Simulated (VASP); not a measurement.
Input of a VASP 6.6.1 run:

POSCAR

```
Ti2O
1.0
    2.7313094894      0.0000000000      0.0000000000
   -1.3656547447      2.3653834034      0.0000000000
    0.0000000000      0.0000000000      4.8887404327
Ti O
2 1
Direct
    0.6666666667      0.3333333333      0.2707615662
    0.3333333333      0.6666666667      0.7292384338
    0.0000000000      0.0000000000      0.0000000000
```

Contents of INCAR.step1:

```
SYSTEM = Ti2O
PREC = Accurate
ENCUT = 660
ISMEAR = 0
SIGMA = 0.15
LREAL = .FALSE.
LASPH = .TRUE.
NELM = 200
LMAXMIX = 4
LDAU = .TRUE.
LDAUTYPE = 2
LDAUL = 2 -1
LDAUU = 4 0
LDAUJ = 0 0
NBANDS = 22
GGA = PE
ALGO = Normal
EDIFF = 1E-5
LWAVE = .TRUE.
LCHARG = .FALSE.
GGA_COMPAT = .FALSE.
```

File INCAR.step2:

```
SYSTEM = Ti2O
PREC = Accurate
ENCUT = 660
EDIFF = 1E-6
ISMEAR = 0
SIGMA = 0.15
LREAL = .FALSE.
LASPH = .TRUE.
NELM = 200
ALGO = Normal
ISIF = 2
LWAVE = .FALSE.
LCHARG = .TRUE.
LMAXMIX = 4
LDAU = .TRUE.
LDAUTYPE = 2
LDAUL = 2 -1
LDAUU = 4 0
LDAUJ = 0 0
LDAUPRINT = 1
METAGGA = R2SCAN
LMIXTAU = .TRUE.
LELF = .TRUE.
LVHAR = .TRUE.
NBANDS = 22
ISTART = 1
GGA_COMPAT = .FALSE.
```

Contents of KPOINTS:

```
Automatic mesh
0
G
  18 18 10
  0 0 0
```

Potentials or basis: VASP PAW PBE potentials, release 64 (Ti_sv, O).

Run with:

```console
$ cat potpaw_PBE.64/Ti_sv/POTCAR potpaw_PBE.64/O/POTCAR > POTCAR
$ cp INCAR.step1 INCAR
$ mpirun -np 1 vasp_std > vasp.out
$ cp INCAR.step2 INCAR
$ mpirun -np 1 vasp_std > vasp.out
```

**Question.** Estimate the largest force.

**Answer.** 1.014 eV/Å.

**Question.** Estimate the band gap on the k mesh.

**Answer.** Zero (bands 15 and 16 overlap by 1.17 eV).

Eigenvalues of the final occupation matrices:
| site | spin | trace | eigenvalues |
| --- | --- | --- | --- |
| site 1 d | 1 | 0.96 | 0.15 0.15 0.22 0.22 0.22 |
| site 1 d | 2 | 0.96 | 0.15 0.15 0.22 0.22 0.22 |
| site 2 d | 1 | 0.96 | 0.15 0.15 0.22 0.22 0.22 |
| site 2 d | 2 | 0.96 | 0.15 0.15 0.22 0.22 0.22 |

Caveat: the cell differs from its parent crystal (strain -0.080 along x and y, +0.000 along z); the PAW data sets were made with another functional, which shifts forces and pressure a little; U without spin polarisation on a metal has little footing.
